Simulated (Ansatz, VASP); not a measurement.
## Two plane-wave programs on KTaO3

```
CELL_PARAMETERS angstrom
3.98830 0.00000 0.00000
0.00000 3.98830 0.00000
0.00000 0.00000 3.98830
ATOMIC_POSITIONS crystal
Ta 0.00000 0.00000 0.00000
K 0.50000 0.50000 0.50000
O 0.00000 0.00000 0.50000
O 0.00000 0.50000 0.00000
O 0.50000 0.00000 0.00000
```

Alike in both runs: task relaxation of cell and atoms; functional PBEsol; k mesh 7 × 7 × 7; occupations fermi-dirac, width 0.05 eV; no spin polarisation.

```csv
,VASP,Ansatz
version,VASP 6.6.1,Ansatz 0.2.0
potentials or method,"VASP PAW PBE potentials, release 64 (Ta_pv, K_sv, O)",Ansatz PAW
plane-wave cutoff (eV),600,420
valence electrons in the cell,38,40
```

|  | VASP | Ansatz | Ansatz less VASP |
| --- | --- | --- | --- |
| relaxed volume (Å³/atom) | 12.70 | 12.66 | -0.036 |
| relaxed length of the cell vector where the two differ most in proportion (Å) | 3.989 | 3.985 | -0.0037 |

VASP's potentials were made for PBE, not for PBEsol. VASP's potentials hold 38 valence electrons a cell and Ansatz's 40, so a difference there can come from the potentials and not from the codes.

Spin-orbit coupling is off throughout. Noted on Ansatz's run: odd divisions of the mesh miss points on the zone boundary, where band edges often lie, so the gap on the mesh can be too wide; the plane-wave basis is chosen anew once the cell has moved, so the energies of steps on either side of that aren't comparable.
